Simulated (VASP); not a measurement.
Set up this calculation in VASP 6.6.1, as the native input.

- Task: single point
- Functional: PBE
- Potentials or basis: VASP PAW PBE potentials, release 64 (Mg, O)
- Cutoff: 520 eV
- k mesh: 9 × 9 × 1
- Occupations: gaussian, width 0.05 eV
- Spin: collinear spin
- Starting moments: [0.0, 0.0, 0.0, 0.0, 0.0, 0.0, 2.0] μB
- Dipole correction: yes
- Further INCAR settings: ALGO = Normal; EDIFF = 1e-06; NBANDS = 28

The structure of Mg3O4 lies in POSCAR:

```
Mg3O4
1.0
    3.0085896345      0.0000000000      0.0000000000
    0.0000000000      3.0085896345      0.0000000000
    0.0000000000      0.0000000000     19.7799623498
Mg O
3 4
Direct
    0.5000000000      0.5000000000      0.2022248541
    0.0000000000      0.0000000000      0.3100331121
    0.5000000000      0.5000000000      0.4161289127
    0.0000000000      0.0000000000      0.2022248541
    0.5000000000      0.5000000000      0.3095409237
    0.0000000000      0.0000000000      0.4186035445
    0.3750000000      0.5000000000      0.5188915346
```

The input as run:

INCAR

```
SYSTEM = Mg3O4
PREC     = Accurate       ! precision mode
ENCUT    = 520            ! plane-wave cutoff, eV
EDIFF    = 1E-6           ! SCF threshold, eV
ISMEAR   = 0              ! smearing method
SIGMA    = 0.05           ! smearing width, eV
LREAL    = .FALSE.        ! projectors in reciprocal space
LASPH    = .TRUE.         ! aspherical terms in the spheres
NELM     = 150            ! most SCF steps
ALGO     = Normal         ! electronic algorithm
ISIF     = 2              ! what is computed and relaxed
LWAVE    = .FALSE.        ! write WAVECAR
LCHARG   = .FALSE.        ! write CHGCAR
ISPIN    = 2              ! spin polarisation
MAGMOM   = 0 0 0 0 0 0 2  ! initial moments
LORBIT   = 11             ! projections on sites
LDIPOL   = .TRUE.       
IDIPOL   = 3            
DIPOL    = 0.5 0.5 0.340
GGA      = PE             ! functional
NBANDS   = 28             ! bands
```

KPOINTS

```
Automatic mesh
0
G
  9 9 1
  0 0 0
```

Potentials or basis: VASP PAW PBE potentials, release 64 (Mg, O).

The run is started by

```bash
$ cat potpaw_PBE.64/Mg/POTCAR potpaw_PBE.64/O/POTCAR > POTCAR
$ mpirun -np 1 vasp_std > vasp.out
```

It gave:

```json
{
 "Largest force": "1.034 eV/Å",
 "Band gap on the k mesh": "0.40 eV (least direct gap 0.84 eV)",
 "Net moment": "2.00 μB per cell",
 "Site moments": "Mg +0.00, -0.01 (each value once); O +0.00, +0.02, +0.23, +1.37 μB",
 "Valence electrons inside the program's atomic spheres": "Mg 0.35, 0.39 (each value once); O 5.03, 5.08, 5.00, 4.63"
}
```

Caveat: semilocal functionals underestimate gaps, and a narrow one can read as zero.

Wall time 3 min on 1 thread of Intel(R) Xeon(R) 6975P-C (Granite Rapids) (shared host), peak memory 0.44 GiB.
